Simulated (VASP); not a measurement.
Wanted: the native input for a VASP 6.6.1 run.

```
Task                   : single point
Functional             : PBE
Potentials or basis    : VASP PAW PBE potentials, release 64 (Ti_sv, Cu, C, N)
Cutoff                 : 520 eV
k mesh                 : 4 × 4 × 4
Occupations            : gaussian, width 0.1 eV
Spin                   : collinear spin
Starting moments       : [1.0, 1.0, 0.0, 0.0, 0.0, 0.0, 0.0, 0.0, 0.0, 0.0] μB
Dipole correction      : no
Further INCAR settings : ALGO = Normal; EDIFF = 1e-06; NBANDS = 44
```

The structure of TiCuC4N4 lies in POSCAR:

```
TiCuC4N4
1.0
    5.9068706000      0.0000000000      0.0000000000
    0.0000000000      5.9068706000      0.0000000000
    0.0000000000      0.0000000000      5.9068706000
Ti Cu C N
1 1 4 4
Direct
    0.0000000000      0.0000000000      0.0000000000
    0.5000000000      0.5000000000      0.5000000000
    0.1894243000      0.1894243000      0.1894243000
    0.1894243000      0.8105757000      0.8105757000
    0.8105757000      0.1894243000      0.8105757000
    0.8105757000      0.8105757000      0.1894243000
    0.3037826200      0.3037826200      0.3037826200
    0.3037826200      0.6962173800      0.6962173800
    0.6962173800      0.3037826200      0.6962173800
    0.6962173800      0.6962173800      0.3037826200
```

These files were run (other wordings do the same):

INCAR

```
PREC = Accurate ; ENCUT = 520
EDIFF = 1E-6 ; ISMEAR = 0
SIGMA = 0.1 ; LREAL = False
LASPH = True ; NELM = 150
ALGO = Normal ; ISIF = 2
LWAVE = False ; LCHARG = False
ISPIN = 2 ; MAGMOM = 1 1 0 0 0 0 0 0 0 0
LORBIT = 11 ; LMAXMIX = 4
GGA = PE ; NBANDS = 44
```

KPOINTS

```
Automatic mesh
0
Gamma
  4 4 4
```

Potentials or basis: VASP PAW PBE potentials, release 64 (Ti_sv, Cu, C, N).

Launch:

```sh
$ cat potpaw_PBE.64/Ti_sv/POTCAR potpaw_PBE.64/Cu/POTCAR potpaw_PBE.64/C/POTCAR potpaw_PBE.64/N/POTCAR > POTCAR
$ mpirun -np 1 vasp_std > vasp.out
```

It gave:

```yaml
Pressure: 5.0 GPa
Largest_force: 1.880 eV/Å
Band_gap_on_the_k_mesh: zero (filled and empty bands overlap)
Net_moment: 1.00 μB per cell
Site_moments: Ti +0.65; Cu -0.01; C -0.01; N +0.05 μB
Valence_electrons_inside_the_program's_atomic_spheres: Ti 10.61; Cu 9.87; C 2.67; N 3.84
```

Caveat: the cell stands under pressure; a cell with one magnetic atom can't hold antiferromagnetic order, which such compounds often take; forces of over 1 eV/Å act on the atoms, so gaps and moduli don't describe the material at rest.

Run time: 9.7 min on 1 thread of Intel(R) Xeon(R) Platinum 8259CL CPU @ 2.50GHz (Skylake/Cascade Lake), on a shared host, peak memory 0.5 GiB.
